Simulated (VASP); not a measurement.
A run of VASP 6.6.1 is set up as follows.

INCAR

```
SYSTEM = ZrSnTe
PREC = Accurate
ENCUT = 500
EDIFF = 1E-6
ISMEAR = -1
SIGMA = 0.05
LREAL = .FALSE.
LASPH = .TRUE.
NELM = 120
ALGO = Normal
ISIF = 2
LWAVE = .FALSE.
LCHARG = .FALSE.
GGA = PS
NBANDS = 41
GGA_COMPAT = .FALSE.
```

KPOINTS

```
Automatic mesh
0
G
  6 6 3
  0 0 0
```

The input POSCAR:

```
ZrSnTe
1.0
    4.0134416747      0.0000000000      0.0000000000
    0.0000000000      4.0134416747      0.0000000000
    0.0000000000      0.0000000000      8.6064838786
Zr Sn Te
2 2 2
Direct
    0.5000000000      0.0000000000      0.2635650000
    0.0000000000      0.5000000000      0.7364350000
    0.0000000000      0.0000000000      0.0000000000
    0.5000000000      0.5000000000      0.0000000000
    0.5000000000      0.0000000000      0.6194130000
    0.0000000000      0.5000000000      0.3805870000
```

Potentials or basis: VASP PAW PBE potentials, release 64 (Zr_sv, Sn_d, Te).

Run with:

```bash
$ cat potpaw_PBE.64/Zr_sv/POTCAR potpaw_PBE.64/Sn_d/POTCAR potpaw_PBE.64/Te/POTCAR > POTCAR
$ mpirun -np 1 vasp_std > vasp.out
```

(1) What does it give for the pressure?

(2) Estimate the largest force.

## Answers

(1) 2.5 GPa.

(2) 0.102 eV/Å.

Caveat: the PAW data sets were made with another functional, which shifts forces and pressure a little.
